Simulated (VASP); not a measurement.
# GaMo (Fm-3m) in VASP: further runs

GaMo is run at these levels: PBE; tasks: single point.

All numbers are computed with VASP 6.6.1; they aren't measurements. Logs are shortened: lines on timing, memory, paths and dates and some standing lists are left out, and cuts for length are marked.

**1. The cell of the first run**

The structure is cubic, space group Fm-3m (No. 225). Conventional cell: a = 5.131 Å, b = 5.131 Å, c = 5.131 Å, α = 90.00°, β = 90.00°, γ = 90.00°. Ga (site symmetry m-3m) has 6 Mo at 2.57 Å within 3.4 Å. Mo (site symmetry m-3m) has 6 Ga at 2.57 Å within 3.4 Å.

**2. Single point, PBE**

Input file INCAR:

```
ALGO = Fast
EDIFF = 1E-6
ENCUT = 520
GGA = PE
ISIF = 2
ISMEAR = 0
LASPH = True
LCHARG = False
LREAL = False
LWAVE = False
NBANDS = 20
NELM = 100
PREC = Accurate
SIGMA = 0.2
```

Input file KPOINTS:

```
k-points
0
Gamma
  6 6 6
```

Input file POSCAR:

```
GaMo
1.0
    0.0000000000      2.5656733331      2.5656733331
    2.5656733331      0.0000000000      2.5656733331
    2.5656733331      2.5656733331      0.0000000000
Ga Mo
1 1
Direct
    0.0000000000      0.0000000000      0.0000000000
    0.5000000000      0.5000000000      0.5000000000
```

Potentials or basis: VASP PAW PBE potentials, release 64 (Ga_d, Mo_sv).

Run with:

```
cat potpaw_PBE.64/Ga_d/POTCAR potpaw_PBE.64/Mo_sv/POTCAR > POTCAR
mpirun -np 1 vasp_std > vasp.out
```

OUTCAR:

```text
EDIFF = 1E-6
   ENCUT = 520
   GGA = PE
   ISIF = 2
   ISMEAR = 0
   LASPH = True
   LREAL = False
   NELM = 100
   PREC = Accurate

 ion  position               nearest neighbor table
   1  0.000  0.000  0.000-   2 2.57   2 2.57   2 2.57   2 2.57   2 2.57   2 2.57
   2  0.500  0.500  0.500-   1 2.57   1 2.57   1 2.57   1 2.57   1 2.57   1 2.57

  LATTYP: Found a face centered cubic cell.
 ALAT       =     5.1313466662

  Lattice vectors:

 A1 = (   0.0000000000,   2.5656733331,   2.5656733331)
 A2 = (   2.5656733331,   0.0000000000,   2.5656733331)
 A3 = (   2.5656733331,   2.5656733331,   0.0000000000)

Analysis of symmetry for initial positions (statically):
=====================================================================
 Subroutine PRICEL returns:
 Original cell was already a primitive cell.

 Routine SETGRP: Setting up the symmetry group for a
 face centered cubic supercell.

 Subroutine GETGRP returns: Found 48 space group operations
 (whereof 48 operations were pure point group operations)
 out of a pool of 48 trial point group operations.

The static configuration has the point symmetry O_h .

Analysis of symmetry for dynamics (positions and initial velocities):
=====================================================================
 Subroutine PRICEL returns:
 Original cell was already a primitive cell.

 Routine SETGRP: Setting up the symmetry group for a
 face centered cubic supercell.

 Subroutine GETGRP returns: Found 48 space group operations
 (whereof 48 operations were pure point group operations)
 out of a pool of 48 trial point group operations.

The dynamic configuration has the point symmetry O_h .

 Subroutine INISYM returns: Found 48 space group operations
 (whereof 48 operations are pure point group operations),
 and found     1 'primitive' translations

----------------------------------------------------------------------------------------

                                     Primitive cell

  volume of cell :      33.7780

  direct lattice vectors                    reciprocal lattice vectors
     0.000000000  2.565673333  2.565673333    -0.194880616  0.194880616  0.194880616
     2.565673333  0.000000000  2.565673333     0.194880616 -0.194880616  0.194880616
     2.565673333  2.565673333  0.000000000     0.194880616  0.194880616 -0.194880616

  length of vectors
     3.628410024  3.628410024  3.628410024     0.337543129  0.337543129  0.337543129

  position of ions in fractional coordinates (direct lattice)
     0.000000000  0.000000000  0.000000000
     0.500000000  0.500000000  0.500000000

  ion indices of the primitive-cell ions
   primitive index   ion index
                 1           1
                 2           2

----------------------------------------------------------------------------------------

 KPOINTS: k-points

Automatic generation of k-mesh.
 Grid dimensions read from file:
 generate k-points for:    6    6    6

 Generating k-lattice:

  Cartesian coordinates                     Fractional coordinates (reciprocal lattice)
    -0.032480103  0.032480103  0.032480103     0.166666667  0.000000000  0.000000000
     0.032480103 -0.032480103  0.032480103     0.000000000  0.166666667  0.000000000
     0.032480103  0.032480103 -0.032480103     0.000000000  0.000000000  0.166666667

  Length of vectors
     0.056257188  0.056257188  0.056257188

  Shift w.r.t. Gamma in fractional coordinates (k-lattice)
     0.000000000  0.000000000  0.000000000

 Subroutine IBZKPT returns following result:
 ===========================================

 Found     16 irreducible k-points:

 Following reciprocal coordinates:
            Coordinates               Weight
  0.000000  0.000000  0.000000      1.000000
  0.166667  0.000000  0.000000      8.000000
  0.333333  0.000000  0.000000      8.000000
  0.500000  0.000000  0.000000      4.000000
  0.166667  0.166667  0.000000      6.000000
  0.333333  0.166667  0.000000     24.000000
[... 8 lines left out ...]
 -0.333333  0.333333  0.166667     24.000000
 -0.333333  0.500000  0.166667     12.000000
   k-points           NKPTS =     16   k-points in BZ     NKDIM =     16   number of bands    NBANDS=     20
   number of dos      NEDOS =    301   number of ions     NIONS =      2
   total plane-waves  NPLWV =  21952
   dimension x,y,z NGX =    28 NGY =   28 NGZ =   28
   dimension x,y,z NGXF=    56 NGYF=   56 NGZF=   56
   ions per type =               1   1
   NGX,Y,Z   is equivalent  to a cutoff of  12.83, 12.83, 12.83 a.u.
   NGXF,Y,Z  is equivalent  to a cutoff of  25.66, 25.66, 25.66 a.u.
 SYSTEM =  unknown system
   PREC   = accura    normal or accurate (medium, high low for compatibility)
   ISTART =      0    job   : 0-new  1-cont  2-samecut
   ICHARG =      2    charge: 1-file 2-atom 10-const
   ISPIN  =      1    spin polarized calculation?
   LNONCOLLINEAR =      F non collinear calculations
   LSORBIT =      F    spin-orbit coupling
   LASPH  =      T    aspherical Exc in radial PAW
   ENCUT  =  520.0 eV  38.22 Ry    6.18 a.u.   6.75  6.75  6.75*2*pi/ulx,y,z
   NELM   =    100;   NELMIN=  2; NELMDL= -5     # of ELM steps
   EDIFF  = 0.1E-05   stopping-criterion for ELM
   LREAL  =      F    real-space projection
   EDIFFG = 0.1E-04   stopping-criterion for IOM
   NSW    =      0    number of steps for IOM
   IBRION =     -1    ionic relax: 0-MD 1-quasi-New 2-CG
   NFREE  =      0    steps in history (QN), initial steepest desc. (CG)
   ISIF   =      2    stress and relaxation
   ISYM   =      2    0-nonsym 1-usesym 2-fastsym
   POTIM  = 0.5000    time-step for ionic-motion
   TEBEG  =    0.0;   TEEND  =   0.0 temperature during run
   PSTRESS=    0.0 pullay stress
   NELECT =      27.0000    total number of electrons
   NUPDOWN=      -1.0000    fix difference up-down
   EMIN   =  10.00;   EMAX   =-10.00  energy-range for DOS
   EFERMI =   0.00;   METHOD = LEGACY
   ISMEAR =     0;   SIGMA  =   0.20  broadening in eV -4-tet -1-fermi 0-gaus
   EFERMI_NEDOS =   21; number of points for ismear=-14 and -15
   IALGO  =     68    algorithm
   IMIX   =      4    mixing-type and parameters
     AMIX     =   0.40;   BMIX     =  1.00
     AMIX_MAG =   1.60;   BMIX_MAG =  1.00
  volume/ion in A,a.u.               =      16.89       113.97
  Fermi-wavevector in a.u.,A,eV,Ry     =   1.519327  2.871113 31.407090  2.308356
  Thomas-Fermi vector in A             =   2.628328
   LORBIT       =      0    0 simple, 1 ext, 2 COOP (PROOUT), +10 PAW based schemes
   GGA     = PE    functional components
   LHFCALC =     F    Hartree Fock is set to
   AEXX    =    0.0000 exact exchange contribution
   IVDW    =     0    specifies the selected vdW correction
   LEPSILON=     F    determine dielectric tensor
   LRPA    =     F    only Hartree local field effects (RPA)
 non-spin polarized calculation
 RMM-DIIS sequential band-by-band and
 Gauss-broadening in eV      SIGMA  =   0.20
  energy-cutoff  :      520.00
  volume of cell :       33.78
 maximum number of plane-waves:       941
   NGX = 13   NGY = 13   NGZ = 13

 number of electron      27.0000001 magnetization

 Free energy of the ion-electron system (eV)
  ---------------------------------------------------
  ext. energy  EPLUGINS =         0.00000000
  ---------------------------------------------------
  free energy    TOTEN  =       -12.85888386 eV

  energy without entropy =      -12.81422876  energy(sigma->0) =      -12.83655631

 E-fermi :   8.7541     XC(G=0): -12.1946

 val. band max:        8.6988650381   @ k =   0.5000   0.3333   0.1667
 cond. band min:       8.7630840137   @ k =  -0.3333   0.1667   0.0000
 fundamental gap:      0.0642189756
 Fermi energy:         8.7540947098

 k-point     1 :       0.0000    0.0000    0.0000
  band No.  band energies     occupation
      1     -52.3499      2.00000
      2     -26.4141      2.00000
      3     -26.4141      2.00000
      4     -26.4141      2.00000
      5      -5.9546      2.00000
      6      -5.9546      2.00000
[... 12 lines left out ...]
     19      17.6112      0.00000
     20      20.4563      0.00000

 k-point     2 :       0.1667    0.0000    0.0000
  band No.  band energies     occupation
      1     -52.3475      2.00000
      2     -26.4453      2.00000
      3     -26.4192      2.00000
      4     -26.4192      2.00000
      5      -5.9270      2.00000
      6      -5.9270      2.00000
[... 12 lines left out ...]
     19      17.9818      0.00000
     20      20.9123      0.00000

 k-point     3 :       0.3333    0.0000    0.0000
  band No.  band energies     occupation
      1     -52.3429      2.00000
      2     -26.5071      2.00000
      3     -26.4293      2.00000
      4     -26.4293      2.00000
      5      -5.8729      2.00000
      6      -5.8729      2.00000
[... 12 lines left out ...]
     19      17.2014      0.00000
     20      19.7111      0.00000

 k-point     4 :       0.5000    0.0000    0.0000
  band No.  band energies     occupation
      1     -52.3405      2.00000
      2     -26.5377      2.00000
      3     -26.4344      2.00000
      4     -26.4344      2.00000
      5      -5.8474      2.00000
      6      -5.8474      2.00000
[... 12 lines left out ...]
     19      17.8993      0.00000
     20      18.9621      0.00000

 k-point     5 :       0.1667    0.1667    0.0000
  band No.  band energies     occupation
      1     -52.3468      2.00000
      2     -26.4455      2.00000
      3     -26.4254      2.00000
      4     -26.4254      2.00000
      5      -5.9436      2.00000
      6      -5.9062      2.00000
[... 12 lines left out ...]
     19      18.4547      0.00000
     20      20.7672      0.00000

 k-point     6 :       0.3333    0.1667    0.0000
  band No.  band energies     occupation
      1     -52.3429      2.00000
      2     -26.4895      2.00000
      3     -26.4368      2.00000
      4     -26.4361      2.00000
      5      -5.9109      2.00000
      6      -5.8744      2.00000
[... 12 lines left out ...]
     19      18.5288      0.00000
     20      18.8708      0.00000

 k-point     7 :       0.5000    0.1667    0.0000
  band No.  band energies     occupation
      1     -52.3397      2.00000
      2     -26.5243      2.00000
      3     -26.4507      2.00000
      4     -26.4405      2.00000
      5      -5.8646      2.00000
      6      -5.8612      2.00000
[... 12 lines left out ...]
     19      17.0216      0.00000
     20      20.5969      0.00000

 k-point     8 :      -0.3333    0.1667    0.0000
  band No.  band energies     occupation
      1     -52.3405      2.00000
      2     -26.5153      2.00000
      3     -26.4535      2.00000
      4     -26.4344      2.00000
      5      -5.8869      2.00000
      6      -5.8427      2.00000
[... 12 lines left out ...]
     19      17.3494      0.00000
     20      19.9643      0.00000

 k-point     9 :      -0.1667    0.1667    0.0000
  band No.  band energies     occupation
      1     -52.3444      2.00000
      2     -26.4757      2.00000
      3     -26.4380      2.00000
      4     -26.4237      2.00000
      5      -5.9184      2.00000
      6      -5.8754      2.00000
[... 12 lines left out ...]
     19      18.4231      0.00000
     20      18.5895      0.00000

 k-point    10 :       0.3333    0.3333    0.0000
  band No.  band energies     occupation
      1     -52.3405      2.00000
      2     -26.5004      2.00000
      3     -26.4478      2.00000
      4     -26.4478      2.00000
      5      -5.9218      2.00000
      6      -5.8894      2.00000
[... 12 lines left out ...]
     19      16.2267      0.00000
     20      19.7118      0.00000

 k-point    11 :       0.5000    0.3333    0.0000
  band No.  band energies     occupation
      1     -52.3382      2.00000
      2     -26.5137      2.00000
      3     -26.4667      2.00000
      4     -26.4528      2.00000
      5      -5.9005      2.00000
      6      -5.8938      2.00000
[... 12 lines left out ...]
     19      17.4412      0.00000
     20      20.1475      0.00000

 k-point    12 :      -0.3333    0.3333    0.0000
  band No.  band energies     occupation
      1     -52.3382      2.00000
      2     -26.4979      2.00000
      3     -26.4930      2.00000
      4     -26.4461      2.00000
      5      -5.8998      2.00000
      6      -5.8528      2.00000
[... 12 lines left out ...]
     19      17.4878      0.00000
     20      21.5139      0.00000

 k-point    13 :       0.5000    0.5000    0.0000
  band No.  band energies     occupation
      1     -52.3375      2.00000
      2     -26.5240      2.00000
      3     -26.4589      2.00000
      4     -26.4589      2.00000
      5      -5.9188      2.00000
      6      -5.9109      2.00000
[... 12 lines left out ...]
     19      16.4660      0.00000
     20      20.1548      0.00000

 k-point    14 :       0.5000    0.3333    0.1667
  band No.  band energies     occupation
      1     -52.3397      2.00000
      2     -26.5052      2.00000
      3     -26.4629      2.00000
      4     -26.4440      2.00000
      5      -5.9032      2.00000
      6      -5.8603      2.00000
[... 12 lines left out ...]
     19      19.1159      0.00000
     20      19.7169      0.00000

 k-point    15 :      -0.3333    0.3333    0.1667
  band No.  band energies     occupation
      1     -52.3382      2.00000
      2     -26.5083      2.00000
      3     -26.4774      2.00000
      4     -26.4513      2.00000
      5      -5.8988      2.00000
      6      -5.8541      2.00000
[... 12 lines left out ...]
     19      18.7075      0.00000
     20      20.7420      0.00000

 k-point    16 :      -0.3333    0.5000    0.1667
  band No.  band energies     occupation
      1     -52.3374      2.00000
      2     -26.5079      2.00000
      3     -26.4753      2.00000
      4     -26.4625      2.00000
      5      -5.9163      2.00000
      6      -5.8712      2.00000
[... 12 lines left out ...]
     19      19.2122      0.00000
     20      20.2032      0.00000

------------------------ aborting loop because EDIFF is reached ----------------------------------------

  FORCE on cell =-STRESS in cart. coord.  units (eV):
  Direction    XX          YY          ZZ          XY          YZ          ZX
  --------------------------------------------------------------------------------------
  -------------------------------------------------------------------------------------
  Total       -0.0237646     -0.0237646     -0.0237646      0.0000000     -0.0000000     -0.0000000
  in kB       -1.1272161     -1.1272161     -1.1272161      0.0000000     -0.0000000     -0.0000000
  external PRESSURE =      -1.1272161 kB  Pullay stress =       0.0000000 kB

 VOLUME and BASIS-vectors are now :
 -----------------------------------------------------------------------------
  energy-cutoff  :      520.00
  volume of cell :       33.78
      direct lattice vectors                 reciprocal lattice vectors
     0.000000000  2.565673333  2.565673333    -0.194880616  0.194880616  0.194880616
     2.565673333  0.000000000  2.565673333     0.194880616 -0.194880616  0.194880616
     2.565673333  2.565673333  0.000000000     0.194880616  0.194880616 -0.194880616

 POSITION                                       TOTAL-FORCE (eV/Angst)
 -----------------------------------------------------------------------------------
      0.00000      0.00000      0.00000         0.000000      0.000000      0.000000
      2.56567      2.56567      2.56567         0.000000     -0.000000     -0.000000
 -----------------------------------------------------------------------------------
    total drift:                                0.000000      0.000000      0.000000

  FREE ENERGIE OF THE ION-ELECTRON SYSTEM (eV)
  ---------------------------------------------------
  free  energy   TOTEN  =       -12.8588838642 eV

  energy  without entropy=      -12.8142287623  energy(sigma->0) =      -12.83655631
```

It took 13 s on 1 thread of Intel Xeon Platinum 8375C at 2.90GHz (Ice Lake), shared host; peak memory 0.16 GiB.

Results:

```
Free energy : -12.8589 eV
Pressure    : -0.1 GPa
```

**3. Single point, PBE**

Input file INCAR:

```
SYSTEM = GaMo
ALGO     = Fast           ! electronic algorithm
EDIFF    = 1E-6           ! SCF threshold, eV
ENCUT    = 520            ! plane-wave cutoff, eV
GGA      = PE             ! functional
ISIF     = 2              ! what is computed and relaxed
ISMEAR   = 0              ! smearing method
LASPH    = .TRUE.         ! aspherical terms in the spheres
LCHARG   = .FALSE.        ! write CHGCAR
LREAL    = .FALSE.        ! projectors in reciprocal space
LWAVE    = .FALSE.        ! write WAVECAR
NBANDS   = 20             ! bands
NELM     = 100            ! most SCF steps
PREC     = Accurate       ! precision mode
SIGMA    = 0.2            ! smearing width, eV
```

Input file KPOINTS:

```
k-points
0
G
  7 7 7
  0 0 0
```

Input file POSCAR:

```
GaMo
1.0
    0.0000000000      2.5642279165      2.5642279165
    2.5642279165      0.0000000000      2.5642279165
    2.5642279165      2.5642279165      0.0000000000
Ga Mo
1 1
Direct
    0.5000000000      0.5000000000      0.5000000000
    0.0000000000      0.0000000000      0.0000000000
```

Potentials or basis: VASP PAW PBE potentials, release 64 (Ga_d, Mo_sv).

Run with:

```
cat potpaw_PBE.64/Ga_d/POTCAR potpaw_PBE.64/Mo_sv/POTCAR > POTCAR
mpirun -np 1 vasp_std > vasp.out
```

Wall time 21 s (1 thread of Intel Xeon Platinum 8375C at 2.90GHz (Ice Lake), shared host); peak memory 0.16 GiB.

The run converged. Its results:

```yaml
Free_energy: -12.8605 eV
Pressure: 0.2 GPa
```

Levels at points of the mesh, in eV from the Fermi level:
```
           k point  band 9  band 10  band 11  band 12  band 13  band 14  band 15  band 16  band 17  band 18
(0.00, 0.00, 0.00)  -14.57    -9.76    -1.14    -1.14    -1.14    -0.37    -0.37     5.15     5.15     5.15
```
